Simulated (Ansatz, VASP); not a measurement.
AlN in VASP and in Ansatz

Contents of INCAR:

```
SYSTEM = AlN
AGGAC = 1.0
AGGAX = 1.0
ALDAC = 0.0
ALDAX = 1.0
ALGO = Normal
EDIFF = 1E-6
ENCUT = 600
GGA = B5
GGA_COMPAT = .FALSE.
ISIF = 2
ISMEAR = 0
LASPH = .TRUE.
LCHARG = .FALSE.
LREAL = .FALSE.
LWAVE = .FALSE.
NBANDS = 11
NELM = 120
PREC = Accurate
SIGMA = 0.01
```

File KPOINTS:

```
k-points
0
G
  8 8 8
  0 0 0
```

The input POSCAR:

```
AlN
1.0
    0.0000000000      1.9690000000      1.9690000000
    1.9690000000      0.0000000000      1.9690000000
    1.9690000000      1.9690000000      0.0000000000
Al N
1 1
Direct
    0.0000000000      0.0000000000      0.0000000000
    0.5000000000      0.5000000000      0.5000000000
```

Input for Ansatz:

```yaml
crystal:
  lattice:
    bravais: fcc
    a: 3.938
  space_group: 225
  atoms:
    - { symbol: Al, position: [0.0, 0.0, 0.0] }
    - { symbol: "N", position: [0.5, 0.0, 0.0] }
  reduce_to_primitive: true
kpoints:
  mp_grid:
    grid: [8, 8, 8]
hamiltonian:
  xc: blyp
  pseudopotentials:
    kind: paw
scf:
  occupations:
    method: fixed
output:
  eigenvalues: true
```

Alike in both runs: task single point; functional BLYP; k mesh 8 × 8 × 8; no spin polarisation.

```csv
,VASP,Ansatz
version,VASP 6.6.1,Ansatz 0.2.0
potentials or method,"VASP PAW PBE potentials, release 64 (Al, N)","plane waves, PAW"
plane-wave cutoff (eV),600,420
occupations,"gaussian, width 0.01 eV",fixed
valence electrons in the cell,8,8
```

```csv
,VASP,Ansatz,Ansatz less VASP
gap on the k mesh at the Fermi level (eV),5.52,5.54,+0.016
```

VASP's potentials were made for PBE, not for BLYP.
